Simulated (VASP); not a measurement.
# Pt (Fm-3m) in VASP: further runs, part 2 of 2

VASP 6.6.1.

### Step 3. Electric field gradients, PBEsol

Contents of INCAR:

```
SYSTEM = Pt
  ALGO = Normal
  EDIFF = 1E-8
  ENCUT = 520
  GGA = PS
  ISIF = 2
  ISMEAR = -1
  LASPH = .TRUE.
  LCHARG = .FALSE.
  LEFG = .TRUE.
  LREAL = .FALSE.
  LWAVE = .FALSE.
  NBANDS = 50
  NELM = 60
  PREC = Accurate
  SIGMA = 0.05
```

Contents of KPOINTS:

```
k-points
0
G
  7 7 7
  0 0 0
```

Contents of POSCAR:

```
Pt
1.0
    0.0000000000      3.9218000000      3.9218000000
    3.9218000000      0.0000000000      3.9218000000
    3.9218000000      3.9218000000      0.0000000000
Pt
8
Direct
    0.0000000000      0.0000000000      0.0000000000
    0.0000000000      0.0000000000      0.5000000000
    0.0000000000      0.5000000000      0.0000000000
    0.0000000000      0.5000000000      0.5000000000
    0.5000000000      0.0000000000      0.0000000000
    0.5000000000      0.0000000000      0.5000000000
    0.5000000000      0.5000000000      0.0000000000
    0.5000000000      0.5000000000      0.5000000000
```

Potentials or basis: VASP PAW PBE potentials, release 64 (Pt).

The run is started by

```bash
$ cat potpaw_PBE.64/Pt/POTCAR > POTCAR
$ mpirun -np 1 vasp_std > vasp.out
```

OUTCAR:

```text
SYSTEM = Pt
   EDIFF = 1E-8
   ENCUT = 520
   GGA = PS
   ISIF = 2
   ISMEAR = -1
   LASPH = .TRUE.
   LREAL = .FALSE.
   NELM = 60
   PREC = Accurate

 ion  position               nearest neighbor table
   1  0.000  0.000  0.000-   2 2.77   3 2.77   5 2.77   2 2.77   4 2.77   6 2.77   3 2.77   4 2.77
                             7 2.77   5 2.77   6 2.77   7 2.77
   2  0.000  0.000  0.500-   1 2.77   4 2.77   6 2.77   1 2.77   3 2.77   5 2.77   3 2.77   4 2.77
                             8 2.77   5 2.77   6 2.77   8 2.77
   3  0.000  0.500  0.000-   1 2.77   4 2.77   7 2.77   2 2.77   4 2.77   8 2.77   1 2.77   2 2.77
                             5 2.77   5 2.77   7 2.77   8 2.77
   4  0.000  0.500  0.500-   2 2.77   3 2.77   8 2.77   1 2.77   3 2.77   7 2.77   1 2.77   2 2.77
                             6 2.77   6 2.77   7 2.77   8 2.77
   5  0.500  0.000  0.000-   1 2.77   6 2.77   7 2.77   2 2.77   6 2.77   8 2.77   3 2.77   7 2.77
                             8 2.77   1 2.77   2 2.77   3 2.77
   6  0.500  0.000  0.500-   2 2.77   5 2.77   8 2.77   1 2.77   5 2.77   7 2.77   4 2.77   7 2.77
                             8 2.77   1 2.77   2 2.77   4 2.77
   7  0.500  0.500  0.000-   3 2.77   5 2.77   8 2.77   4 2.77   6 2.77   8 2.77   1 2.77   5 2.77
                             6 2.77   1 2.77   3 2.77   4 2.77
   8  0.500  0.500  0.500-   4 2.77   6 2.77   7 2.77   3 2.77   5 2.77   7 2.77   2 2.77   5 2.77
                             6 2.77   2 2.77   3 2.77   4 2.77
[... 6 lines left out ...]
 A1 = (   0.0000000000,   3.9218000000,   3.9218000000)
 A2 = (   3.9218000000,   0.0000000000,   3.9218000000)
 A3 = (   3.9218000000,   3.9218000000,   0.0000000000)

Analysis of symmetry for initial positions (statically):
=====================================================================
 Subroutine PRICEL returns following result:

  LATTYP: Found a face centered cubic cell.
 ALAT       =     3.9218000000

  Lattice vectors:

 A1 = (   0.0000000000,   1.9609000000,   1.9609000000)
 A2 = (   1.9609000000,   0.0000000000,   1.9609000000)
 A3 = (   1.9609000000,   1.9609000000,   0.0000000000)

   8 primitive cells build up your supercell.

 Routine SETGRP: Setting up the symmetry group for a
 face centered cubic supercell.

 Subroutine GETGRP returns: Found 48 space group operations
 (whereof 48 operations were pure point group operations)
 out of a pool of 48 trial point group operations.

The static configuration has the point symmetry O_h .

Analysis of symmetry for dynamics (positions and initial velocities):
=====================================================================
 Subroutine PRICEL returns following result:

  LATTYP: Found a face centered cubic cell.
 ALAT       =     3.9218000000

  Lattice vectors:

 A1 = (   0.0000000000,   1.9609000000,   1.9609000000)
 A2 = (   1.9609000000,   0.0000000000,   1.9609000000)
 A3 = (   1.9609000000,   1.9609000000,   0.0000000000)

   8 primitive cells build up your supercell.

 Routine SETGRP: Setting up the symmetry group for a
 face centered cubic supercell.

 Subroutine GETGRP returns: Found 48 space group operations
 (whereof 48 operations were pure point group operations)
 out of a pool of 48 trial point group operations.

The dynamic configuration has the point symmetry O_h .

 Subroutine INISYM returns: Found 48 space group operations
 (whereof 48 operations are pure point group operations),
[... 129 lines left out ...]
 Free energy of the ion-electron system (eV)
  ---------------------------------------------------
  ext. energy  EPLUGINS =         0.00000000
  ---------------------------------------------------
  free energy    TOTEN  =       -55.82228467 eV

  energy without entropy =      -55.71228141  energy(sigma->0) =      -55.76728304

 E-fermi :  11.0876     XC(G=0): -13.6284

 val. band max:       11.0723385541   @ k =  -0.2857   0.1429   0.0000
 cond. band min:      11.1025856941   @ k =  -0.2857   0.1429   0.0000
 fundamental gap:      0.0302471399
 Fermi energy:        11.0875882667

 k-point     1 :       0.0000    0.0000    0.0000
  band No.  band energies     occupation
      1       0.8008      2.00000
      2       3.7260      2.00000
      3       3.7260      2.00000
      4       3.7260      2.00000
      5       3.7260      2.00000
      6       3.9901      2.00000
[... 1049 lines left out ...]
     49      19.0200      0.00000
     50      19.0200      0.00000

------------------------ aborting loop because EDIFF is reached ----------------------------------------

  FORCE on cell =-STRESS in cart. coord.  units (eV):
  Direction    XX          YY          ZZ          XY          YZ          ZX
  --------------------------------------------------------------------------------------
  -------------------------------------------------------------------------------------
  Total       -0.9844352     -0.9844352     -0.9844352      0.0000000     -0.0000000      0.0000000
  in kB      -13.0740876    -13.0740876    -13.0740876      0.0000000     -0.0000000      0.0000000
  external PRESSURE =     -13.0740876 kB  Pullay stress =       0.0000000 kB

 VOLUME and BASIS-vectors are now :
 -----------------------------------------------------------------------------
  energy-cutoff  :      520.00
  volume of cell :      120.64
      direct lattice vectors                 reciprocal lattice vectors
     0.000000000  3.921800000  3.921800000    -0.127492478  0.127492478  0.127492478
     3.921800000  0.000000000  3.921800000     0.127492478 -0.127492478  0.127492478
     3.921800000  3.921800000  0.000000000     0.127492478  0.127492478 -0.127492478

 POSITION                                       TOTAL-FORCE (eV/Angst)
 -----------------------------------------------------------------------------------
      0.00000      0.00000      0.00000        -0.000000      0.000000     -0.000000
      1.96090      1.96090      0.00000        -0.000000     -0.000000      0.000000
      1.96090      0.00000      1.96090         0.000000     -0.000000      0.000000
      3.92180      1.96090      1.96090         0.000000      0.000000      0.000000
      0.00000      1.96090      1.96090         0.000000     -0.000000     -0.000000
      1.96090      3.92180      1.96090         0.000000      0.000000     -0.000000
      1.96090      1.96090      3.92180        -0.000000      0.000000     -0.000000
      3.92180      3.92180      3.92180        -0.000000      0.000000      0.000000
 -----------------------------------------------------------------------------------
    total drift:                               -0.000000     -0.000000      0.000000

  FREE ENERGIE OF THE ION-ELECTRON SYSTEM (eV)
  ---------------------------------------------------
  free  energy   TOTEN  =       -55.8222846684 eV

  energy  without entropy=      -55.7122814082  energy(sigma->0) =      -55.76728304

 Electric field gradients (V/A^2)
---------------------------------------------------------------------
 ion       V_xx      V_yy      V_zz      V_xy      V_xz      V_yz
---------------------------------------------------------------------
   1      -0.000     0.000    -0.000     0.000     0.000     0.000
   2      -0.000     0.000    -0.000     0.000     0.000     0.000
   3      -0.000     0.000    -0.000     0.000     0.000     0.000
   4      -0.000     0.000    -0.000     0.000     0.000     0.000
   5      -0.000     0.000    -0.000     0.000     0.000     0.000
   6      -0.000     0.000    -0.000     0.000     0.000     0.000
   7      -0.000     0.000    -0.000     0.000     0.000     0.000
   8      -0.000     0.000    -0.000     0.000     0.000     0.000
---------------------------------------------------------------------

 Electric field gradients after diagonalization (V/A^2)
 (convention: |V_zz| > |V_xx| > |V_yy|)
----------------------------------------------------------------------
 ion       V_xx      V_yy      V_zz     asymmetry (V_yy - V_xx)/ V_zz
----------------------------------------------------------------------
   1      -0.000    -0.000     0.000       0.000
   2      -0.000    -0.000     0.000       0.000
   3      -0.000    -0.000     0.000       0.000
   4      -0.000    -0.000     0.000       0.000
   5      -0.000    -0.000     0.000       0.000
   6      -0.000    -0.000     0.000       0.000
   7      -0.000    -0.000     0.000       0.000
   8      -0.000    -0.000     0.000       0.000
----------------------------------------------------------------------

           NMR quadrupolar parameters

 Cq : quadrupolar parameter    Cq=e*Q*V_zz/h
 eta: asymmetry parameters     (V_yy - V_xx)/ V_zz
 Q  : nuclear electric quadrupole moment in mb (millibarn)
----------------------------------------------------------------------
 ion       Cq(MHz)       eta       Q (mb)
----------------------------------------------------------------------
   1       0.000       0.000       1.000
   2       0.000       0.000       1.000
   3       0.000       0.000       1.000
   4       0.000       0.000       1.000
   5       0.000       0.000       1.000
   6       0.000       0.000       1.000
   7       0.000       0.000       1.000
   8       0.000       0.000       1.000
----------------------------------------------------------------------
```

Wall time 2.2 min (1 thread of Intel Xeon Platinum 8488C (Sapphire Rapids), shared host); peak memory 0.28 GiB.

What came out:

| Quantity | Value |
| --- | --- |
| Free energy | -55.8223 eV |
| Pressure | -1.3 GPa |
| Band gap on the k mesh | zero (bands 40 and 41 overlap by 0.86 eV) |
| Largest electric field gradient by atom | under 0.05 V/Å² on every atom |

Caveat: the PAW data sets were made with another functional, which shifts forces and pressure a little; spin-orbit coupling is left out, which moves the levels of the heavy elements.

The gap in the log of VASP goes by the Fermi energy; the results here count the filled bands.